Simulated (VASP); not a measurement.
Write the native input for VASP 6.6.1 that does the following.

```
Task                    : single point
Functional              : PBE
Potentials or basis     : VASP PAW PBE potentials, release 64 (C)
Cutoff                  : 520 eV
k mesh                  : 12 × 12 × 16
Occupations             : fermi-dirac, width 0.05 eV
Spin                    : no spin polarisation
Dipole correction       : no
k mesh for the DOS      : 18 × 18 × 24
Occupations for the DOS : tetrahedron
Further INCAR settings  : ALGO = Normal; EDIFF = 1e-06; NBANDS = 13
```

C:

```
C
1.0
     6.04075    0.00000    0.00000
    -3.02038    5.23144    0.00000
     0.00000    0.00000    1.28471
C
3
Direct
  0.00000 0.00000 0.00000
  0.33333 0.66667 0.50000
  0.66667 0.33333 0.50000
```

These files were run (other wordings do the same):

POSCAR

```
C
1.0
    6.0407509384      0.0000000000      0.0000000000
   -3.0203754692      5.2314437706      0.0000000000
    0.0000000000      0.0000000000      1.2847061718
C
3
Direct
    0.0000000000      0.0000000000      0.0000000000
    0.3333333333      0.6666666667      0.5000000000
    0.6666666667      0.3333333333      0.5000000000
```

INCAR.step1

```
PREC = Accurate
ENCUT = 520
EDIFF = 1E-6
ISMEAR = -1
SIGMA = 0.05
LREAL = F
LASPH = T
NELM = 100
ALGO = Normal
ISIF = 2
LWAVE = F
LCHARG = T
GGA = PE
NBANDS = 13
```

KPOINTS.step1

```
regular mesh
0
Gamma
  12 12 16
```

INCAR.step2

```
PREC = Accurate
ENCUT = 520
EDIFF = 1E-6
ISMEAR = -5
SIGMA = 0.05
LREAL = F
LASPH = T
NELM = 100
ALGO = Normal
ISIF = 2
LWAVE = F
LCHARG = F
GGA = PE
LORBIT = 11
NBANDS = 13
NEDOS = 1001
ICHARG = 11
```

KPOINTS.step2

```
regular mesh
0
Gamma
  18 18 24
```

Potentials or basis: VASP PAW PBE potentials, release 64 (C).

Command:

```console
$ cat potpaw_PBE.64/C/POTCAR > POTCAR
$ cp INCAR.step1 INCAR
$ cp KPOINTS.step1 KPOINTS
$ mpirun -np 1 vasp_std > vasp.out
$ cp INCAR.step2 INCAR
$ cp KPOINTS.step2 KPOINTS
$ mpirun -np 1 vasp_std > vasp.out
```

Results of the run:

* Valence electrons inside the program's atomic spheres: C 2.68

Wall time 4.2 min on 1 thread of Intel Xeon 8259CL (shared host), peak memory 0.3 GiB.
